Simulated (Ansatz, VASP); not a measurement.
## LiCl: VASP beside Ansatz

```
CELL_PARAMETERS angstrom
3.32444 0.00000 0.00000
0.00000 3.27112 0.00000
0.00000 0.00000 3.27112
ATOMIC_POSITIONS crystal
Li 0.00000 0.00000 0.00000
Cl 0.50000 0.50000 0.50000
```

Change from the starting cell: uniaxial_x strain +1.6%.

Alike in both runs: task single point; functional HSE06; k mesh 6 × 6 × 6; no spin polarisation.

|  | VASP | Ansatz |
| --- | --- | --- |
| version | VASP 6.6.1 | Ansatz 0.2.0 |
| potentials or method | VASP PAW PBE potentials, release 64 (Li_sv, Cl) | plane waves, PAW |
| plane-wave cutoff (eV) | 520 | 420 |
| occupations | gaussian, width 0.01 eV | fixed |
| valence electrons in the cell | 10 | 10 |

VASP gave:

```
gap on the k mesh at the Fermi level (eV) : 5.58
```

**Question.** Which values does Ansatz return?

**Answer.** gap on the k mesh at the Fermi level (eV): 5.57.

Ansatz's warnings: stress exchange threshold loose, stress scf threshold loose.

Noted on VASP's run: the cutoff is short for stress, so the pressure is rough.
